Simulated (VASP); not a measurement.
# Fe (Pm-3m) in VASP: a series of runs

Fe is run at these levels: LDA; tasks: relaxation of cell and atoms, single point.

Everything below comes from runs of VASP 6.6.1. Logs are shortened: lines on timing, memory, paths and dates and some standing lists are left out, and cuts for length are marked.

## 1. The cell of the first run

Symmetry: Pm-3m, No. 221, cubic system. Conventional cell: a = 2.334 Å, b = 2.334 Å, c = 2.334 Å, α = 90.00°, β = 90.00°, γ = 90.00°. Within 3.1 Å of Fe (site symmetry m-3m) lie 6 Fe at 2.33 Å.

## 2. Relaxation of cell and atoms, LDA, collinear spin, ferromagnetic start

File INCAR:

```
SYSTEM = Fe
PREC = Accurate
ENCUT = 600
EDIFF = 1E-6
ISMEAR = -1
SIGMA = 0.05
LREAL = .FALSE.
LASPH = .TRUE.
NELM = 150
ALGO = Normal
ISIF = 3
LWAVE = .FALSE.
LCHARG = .FALSE.
ISPIN = 2
MAGMOM = 2.5
LORBIT = 11
LMAXMIX = 4
GGA = CA
IBRION = 2
NSW = 80
EDIFFG = -0.01
```

File KPOINTS:

```
Automatic mesh
0
G
  13 13 13
  0 0 0
```

File POSCAR:

```
Fe
1.0
    2.3342634294      0.0000000000      0.0000000000
    0.0000000000      2.3342634294      0.0000000000
    0.0000000000      0.0000000000      2.3342634294
Fe
1
Direct
    0.0000000000      0.0000000000      0.0000000000
```

Potentials or basis: VASP PAW LDA potentials, release 64 (Fe).

The run is started by

```sh
$ cat potpaw_LDA.64/Fe/POTCAR > POTCAR
$ mpirun -np 1 vasp_std > vasp.out
```

OUTCAR:

```text
SYSTEM = Fe
   PREC = Accurate
   ENCUT = 600
   EDIFF = 1E-6
   ISMEAR = -1
   LREAL = .FALSE.
   LASPH = .TRUE.
   NELM = 150
   ISIF = 3
   ISPIN = 2
   LORBIT = 11
   GGA = CA
   IBRION = 2
   NSW = 80
   EDIFFG = -0.01

 ion  position               nearest neighbor table
   1  0.000  0.000  0.000-

  LATTYP: Found a simple cubic cell.
 ALAT       =     2.3342634294

  Lattice vectors:

 A1 = (   2.3342634294,   0.0000000000,   0.0000000000)
 A2 = (   0.0000000000,   2.3342634294,   0.0000000000)
 A3 = (   0.0000000000,   0.0000000000,   2.3342634294)

Analysis of symmetry for initial positions (statically):
=====================================================================
 Subroutine PRICEL returns:
 Original cell was already a primitive cell.

 Routine SETGRP: Setting up the symmetry group for a
 simple cubic supercell.

 Subroutine GETGRP returns: Found 48 space group operations
 (whereof 48 operations were pure point group operations)
 out of a pool of 48 trial point group operations.

The static configuration has the point symmetry O_h .

Analysis of symmetry for dynamics (positions and initial velocities):
=====================================================================
 Subroutine PRICEL returns:
 Original cell was already a primitive cell.

 Routine SETGRP: Setting up the symmetry group for a
 simple cubic supercell.

 Subroutine GETGRP returns: Found 48 space group operations
 (whereof 48 operations were pure point group operations)
 out of a pool of 48 trial point group operations.

The dynamic configuration has the point symmetry O_h .

Analysis of structural, dynamic, and magnetic symmetry:
=====================================================================
 Subroutine PRICEL returns:
 Original cell was already a primitive cell.

 Routine SETGRP: Setting up the symmetry group for a
 simple cubic supercell.

 Subroutine GETGRP returns: Found 48 space group operations
 (whereof 48 operations were pure point group operations)
 out of a pool of 48 trial point group operations.

The overall configuration has the point symmetry O_h .

 Subroutine INISYM returns: Found 48 space group operations
 (whereof 48 operations are pure point group operations),
 and found     1 'primitive' translations

----------------------------------------------------------------------------------------

                                     Primitive cell

  volume of cell :      12.7189

  direct lattice vectors                    reciprocal lattice vectors
     2.334263429  0.000000000  0.000000000     0.428400663  0.000000000  0.000000000
     0.000000000  2.334263429  0.000000000     0.000000000  0.428400663  0.000000000
     0.000000000  0.000000000  2.334263429     0.000000000  0.000000000  0.428400663

  length of vectors
     2.334263429  2.334263429  2.334263429     0.428400663  0.428400663  0.428400663

  position of ions in fractional coordinates (direct lattice)
     0.000000000  0.000000000  0.000000000

  ion indices of the primitive-cell ions
   primitive index   ion index
                 1           1

----------------------------------------------------------------------------------------

 KPOINTS: Automatic mesh

Automatic generation of k-mesh.
 Grid dimensions read from file:
 generate k-points for:   13   13   13

 Generating k-lattice:

  Cartesian coordinates                     Fractional coordinates (reciprocal lattice)
     0.032953897  0.000000000  0.000000000     0.076923077  0.000000000  0.000000000
     0.000000000  0.032953897  0.000000000     0.000000000  0.076923077  0.000000000
     0.000000000  0.000000000  0.032953897     0.000000000  0.000000000  0.076923077

  Length of vectors
     0.032953897  0.032953897  0.032953897

  Shift w.r.t. Gamma in fractional coordinates (k-lattice)
     0.000000000  0.000000000  0.000000000

 Subroutine IBZKPT returns following result:
 ===========================================

 Found     84 irreducible k-points:

 Following reciprocal coordinates:
            Coordinates               Weight
  0.000000  0.000000  0.000000      1.000000
  0.076923  0.000000  0.000000      6.000000
  0.153846  0.000000  0.000000      6.000000
  0.230769  0.000000  0.000000      6.000000
  0.307692  0.000000  0.000000      6.000000
  0.384615  0.000000  0.000000      6.000000
[... 16 lines left out ...]
  0.307692  0.307692  0.000000     12.000000
  0.384615  0.307692  0.000000     24.000000
 [... further k-points ...]
   k-points           NKPTS =     84   k-points in BZ     NKDIM =     84   number of bands    NBANDS=      9
   number of dos      NEDOS =    301   number of ions     NIONS =      1
   total plane-waves  NPLWV =   8000
   dimension x,y,z NGX =    20 NGY =   20 NGZ =   20
   dimension x,y,z NGXF=    40 NGYF=   40 NGZF=   40
   ions per type =               1
   NGX,Y,Z   is equivalent  to a cutoff of  14.24, 14.24, 14.24 a.u.
   NGXF,Y,Z  is equivalent  to a cutoff of  28.49, 28.49, 28.49 a.u.
 SYSTEM =  Fe
   PREC   = accura    normal or accurate (medium, high low for compatibility)
   ISTART =      0    job   : 0-new  1-cont  2-samecut
   ICHARG =      2    charge: 1-file 2-atom 10-const
   ISPIN  =      2    spin polarized calculation?
   LNONCOLLINEAR =      F non collinear calculations
   LSORBIT =      F    spin-orbit coupling
   LASPH  =      T    aspherical Exc in radial PAW
   ENCUT  =  600.0 eV  44.10 Ry    6.64 a.u.   4.66  4.66  4.66*2*pi/ulx,y,z
   NELM   =    150;   NELMIN=  2; NELMDL= -5     # of ELM steps
   EDIFF  = 0.1E-05   stopping-criterion for ELM
   LREAL  =      F    real-space projection
   EDIFFG = -.1E-01   stopping-criterion for IOM
   NSW    =     80    number of steps for IOM
   IBRION =      2    ionic relax: 0-MD 1-quasi-New 2-CG
   NFREE  =      1    steps in history (QN), initial steepest desc. (CG)
   ISIF   =      3    stress and relaxation
   ISYM   =      2    0-nonsym 1-usesym 2-fastsym
   POTIM  = 0.5000    time-step for ionic-motion
   TEBEG  =    0.0;   TEEND  =   0.0 temperature during run
   PSTRESS=    0.0 pullay stress
   NELECT =       8.0000    total number of electrons
   NUPDOWN=      -1.0000    fix difference up-down
   EMIN   =  10.00;   EMAX   =-10.00  energy-range for DOS
   EFERMI =   0.00;   METHOD = LEGACY
   ISMEAR =    -1;   SIGMA  =   0.05  broadening in eV -4-tet -1-fermi 0-gaus
   EFERMI_NEDOS =   21; number of points for ismear=-14 and -15
   IALGO  =     38    algorithm
   IMIX   =      4    mixing-type and parameters
     AMIX     =   0.40;   BMIX     =  1.00
     AMIX_MAG =   1.60;   BMIX_MAG =  1.00
  volume/ion in A,a.u.               =      12.72        85.83
  Fermi-wavevector in a.u.,A,eV,Ry     =   1.402668  2.650659 26.769166  1.967478
  Thomas-Fermi vector in A             =   2.525407
   LORBIT       =     11    0 simple, 1 ext, 2 COOP (PROOUT), +10 PAW based schemes
   GGA     = CA    functional components
   LHFCALC =     F    Hartree Fock is set to
   AEXX    =    0.0000 exact exchange contribution
   IVDW    =     0    specifies the selected vdW correction
   LEPSILON=     F    determine dielectric tensor
   LRPA    =     F    only Hartree local field effects (RPA)
 conjugate gradient relaxation of ions
 spin polarized calculation
  energy-cutoff  :      600.00
  volume of cell :       12.72
 maximum number of plane-waves:       449
 NGX is ok and might be reduce to    20
   NGX =  9   NGY =  9   NGZ =  9

--------------------------------------- Ionic step        1  -------------------------------------------

 number of electron       8.0000006 magnetization       2.2554130

 Free energy of the ion-electron system (eV)
  ---------------------------------------------------
  ext. energy  EPLUGINS =         0.00000000
  ---------------------------------------------------
  free energy    TOTEN  =        -8.33243963 eV

  energy without entropy =       -8.32262726  energy(sigma->0) =       -8.32753345

------------------------ aborting loop because EDIFF is reached ----------------------------------------

  FORCE on cell =-STRESS in cart. coord.  units (eV):
  Direction    XX          YY          ZZ          XY          YZ          ZX
  --------------------------------------------------------------------------------------
  -------------------------------------------------------------------------------------
  Total       -0.7984323     -0.7984323     -0.7984323     -0.0000000     -0.0000000     -0.0000000
  in kB     -100.5770981   -100.5770981   -100.5770981     -0.0000000     -0.0000000     -0.0000000
  external PRESSURE =    -100.5770981 kB  Pullay stress =       0.0000000 kB
[... 90 lines left out ...]
  energy  without entropy=       -8.3614315696  energy(sigma->0) =       -8.36778179

--------------------------------------- Ionic step        4  -------------------------------------------

 number of electron       7.9999999 magnetization       1.6902683

 Free energy of the ion-electron system (eV)
  ---------------------------------------------------
  ext. energy  EPLUGINS =         0.00000000
  ---------------------------------------------------
  free energy    TOTEN  =        -8.37420411 eV

  energy without entropy =       -8.36152907  energy(sigma->0) =       -8.36786659

 E-fermi :   5.7958     XC(G=0): -13.2592

 val. band max:        5.7955166894   @ k =   0.0769   0.0769   0.0769
 cond. band min:       5.8081268703   @ k =   0.3077   0.3077   0.0000
 fundamental gap:      0.0126101809
 Fermi energy:         5.7958433766

 spin component 1

 k-point     1 :       0.0000    0.0000    0.0000
  band No.  band energies     occupation
      1      -2.7004      1.00000
      2       1.4590      1.00000
      3       1.4590      1.00000
      4       6.0143      0.01251
      5       6.0143      0.01251
      6       6.0143      0.01251
      7      26.4598      0.00000
      8      26.4598      0.00000
      9      26.4598      0.00000
[... 265 lines left out ...]
 k-point    24 :       0.3846    0.3077    0.0000
  band No.  band energies     occupation
      1       1.1118      1.00000
      2       2.3381      1.00000
      3       4.8178      1.00000
      4       4.8832      1.00000
      5       5.1559      1.00000
      6       7.1528      0.00000
      7      13.9770      0.00000
      8      20.1902      0.00000
      9      26.2572      0.00000

 [... further k-points ...]

 spin component 2

 k-point     1 :       0.0000    0.0000    0.0000
  band No.  band energies     occupation
      1      -2.3529      1.00000
      2       2.5522      1.00000
      3       2.5522      1.00000
      4       7.8688      0.00000
      5       7.8688      0.00000
      6       7.8688      0.00000
      7      26.9189      0.00000
      8      26.9189      0.00000
      9      26.9189      0.00000
[... 304 lines left out ...]
  FREE ENERGIE OF THE ION-ELECTRON SYSTEM (eV)
  ---------------------------------------------------
  free  energy   TOTEN  =        -8.3742041104 eV

  energy  without entropy=       -8.3615290681  energy(sigma->0) =       -8.36786659

 reached required accuracy - stopping structural energy minimisation

 total charge

# of ion       s       p       d       tot
------------------------------------------
    1        0.545   0.494   6.437   7.476

 magnetization (x)

# of ion       s       p       d       tot
------------------------------------------
    1        0.004  -0.000   1.659   1.662
```

Wall time 88 s (1 thread of AMD EPYC 7R13, shared host); peak memory 0.11 GiB.

What came out:

| Quantity | Value |
| --- | --- |
| Free energy | -8.3742 eV |
| Relaxed volume | 11.46 Å³/atom |
| Relaxed cell | a = 2.255 Å, b = 2.255 Å, c = 2.255 Å, α = 90.00°, β = 90.00°, γ = 90.00° |
| Space group after relaxing (to 0.05 Å) | Pm-3m (No. 221) |
| Energy gained by relaxing | 41.8 meV/atom |
| Ionic steps | 4 |
| Pressure after relaxing | 0.0 GPa |
| Net moment | 1.69 μB per cell |
| Site moments | Fe +1.66 μB |
| Valence electrons inside the program's atomic spheres | Fe 7.48 |

The path:
| step | energy change (eV) | largest force (eV/Å) | pressure (GPa) | volume (Å³) |
| --- | --- | --- | --- | --- |
| 1 | 0.0000 | 0.0000 | -10.06 | 12.72 |
| 2 | -0.0406 | 0.0000 | 2.35 | 11.31 |
| 3 | -0.0417 | 0.0000 | -0.57 | 11.50 |
| 4 | -0.0418 | 0.0000 | -0.02 | 11.46 |

Final structure:
```
Fe
1.0
     2.25482    0.00000    0.00000
     0.00000    2.25482    0.00000
     0.00000    0.00000    2.25482
Fe
1
Direct
  0.00000 0.00000 0.00000
```

Levels at points of the mesh, in eV from the Fermi level:
Spin up:
| k point | band 2 | band 3 | band 4 | band 5 | band 6 | band 7 | band 8 | band 9 |
| --- | --- | --- | --- | --- | --- | --- | --- | --- |
| (0.00, 0.00, 0.00) | -4.34 | -4.34 | 0.22 | 0.22 | 0.22 | 20.66 | 20.66 | 20.66 |
Spin down:
| k point | band 1 | band 2 | band 3 | band 4 | band 5 | band 6 | band 7 |
| --- | --- | --- | --- | --- | --- | --- | --- |
| (0.00, 0.00, 0.00) | -8.15 | -3.24 | -3.24 | 2.07 | 2.07 | 2.07 | 21.12 |

## 3. Single point, LDA, collinear spin, ferromagnetic start

This run uses another cell than the first one, of 11.85 Å³/atom, 0.932 times its volume.

File INCAR:

```
ALGO = Normal
EDIFF = 1E-6
ENCUT = 520
ISIF = 2
ISMEAR = -1
ISPIN = 2
LASPH = True
LCHARG = False
LMAXMIX = 4
LORBIT = 11
LREAL = False
LWAVE = False
MAGMOM = 2.01
NBANDS = 14
NELM = 150
PREC = Accurate
SIGMA = 0.05
```

File KPOINTS:

```
k-points
0
Gamma
  22 22 22
```

File POSCAR:

```
Fe
1.0
    2.2797970657      0.0000000000      0.0000000000
    0.0000000000      2.2797970657      0.0000000000
    0.0000000000      0.0000000000      2.2797970657
Fe
1
Direct
    0.0000000000      0.0000000000      0.0000000000
```

Potentials or basis: VASP PAW LDA potentials, release 64 (Fe).

The run is started by

```sh
$ cat potpaw_LDA.64/Fe/POTCAR > POTCAR
$ mpirun -np 1 vasp_std > vasp.out
```

OUTCAR:

```text
EDIFF = 1E-6
   ENCUT = 520
   ISIF = 2
   ISMEAR = -1
   ISPIN = 2
   LASPH = True
   LORBIT = 11
   LREAL = False
   NELM = 150
   PREC = Accurate

 ion  position               nearest neighbor table
   1  0.000  0.000  0.000-

  LATTYP: Found a simple cubic cell.
 ALAT       =     2.2797970657

  Lattice vectors:

 A1 = (   2.2797970657,   0.0000000000,   0.0000000000)
 A2 = (   0.0000000000,   2.2797970657,   0.0000000000)
 A3 = (   0.0000000000,   0.0000000000,   2.2797970657)

Analysis of symmetry for initial positions (statically):
=====================================================================
 Subroutine PRICEL returns:
 Original cell was already a primitive cell.

 Routine SETGRP: Setting up the symmetry group for a
 simple cubic supercell.

 Subroutine GETGRP returns: Found 48 space group operations
 (whereof 48 operations were pure point group operations)
 out of a pool of 48 trial point group operations.

The static configuration has the point symmetry O_h .

Analysis of symmetry for dynamics (positions and initial velocities):
=====================================================================
[... 599 lines left out ...]
      7      26.1626      0.00000
      8      26.1626      0.00000
      9      26.1626      0.00000
     10      30.3919      0.00000
     11      30.3919      0.00000
     12      34.9480      0.00000
     13      47.6910      0.00000
     14      47.6910      0.00000
[... 379 lines left out ...]
      3       2.7087      1.00000
      4       7.2908      0.00000
      5       7.4311      0.00000
      6       7.4858      0.00000
      7      23.6498      0.00000
      8      24.1901      0.00000
      9      26.9199      0.00000
     10      31.0591      0.00000
     11      33.4575      0.00000
     12      37.2435      0.00000
     13      43.9352      0.00000
     14      46.5802      0.00000

 [... further k-points ...]
[... 5 lines left out ...]
  --------------------------------------------------------------------------------------
  -------------------------------------------------------------------------------------
  Total       -0.2787774     -0.2787774     -0.2787774     -0.0000000      0.0000000     -0.0000000
  in kB      -37.6946342    -37.6946342    -37.6946342     -0.0000000      0.0000000     -0.0000000
  external PRESSURE =     -37.6946342 kB  Pullay stress =       0.0000000 kB

 VOLUME and BASIS-vectors are now :
 -----------------------------------------------------------------------------
  energy-cutoff  :      520.00
  volume of cell :       11.85
      direct lattice vectors                 reciprocal lattice vectors
     2.279797066  0.000000000  0.000000000     0.438635533  0.000000000  0.000000000
     0.000000000  2.279797066  0.000000000     0.000000000  0.438635533  0.000000000
     0.000000000  0.000000000  2.279797066     0.000000000  0.000000000  0.438635533

 POSITION                                       TOTAL-FORCE (eV/Angst)
 -----------------------------------------------------------------------------------
      0.00000      0.00000      0.00000         0.000000      0.000000      0.000000
 -----------------------------------------------------------------------------------
    total drift:                                0.000000      0.000000     -0.000000

  FREE ENERGIE OF THE ION-ELECTRON SYSTEM (eV)
  ---------------------------------------------------
  free  energy   TOTEN  =        -8.3669868468 eV

  energy  without entropy=       -8.3527204747  energy(sigma->0) =       -8.35985366

 total charge

# of ion       s       p       d       tot
------------------------------------------
    1        0.535   0.472   6.399   7.406

 magnetization (x)

# of ion       s       p       d       tot
------------------------------------------
    1        0.001  -0.002   1.838   1.837
```

Run time: 2.6 min. Hardware: 1 thread of AMD EPYC 7R13, shared host; peak memory 0.16 GiB.

Results:

| Property | Result |
| --- | --- |
| Free energy | -8.3670 eV |
| Pressure | -3.8 GPa |
| Net moment | 1.87 μB per cell |
| Site moments | Fe +1.84 μB |
| Valence electrons inside the program's atomic spheres | Fe 7.41 |
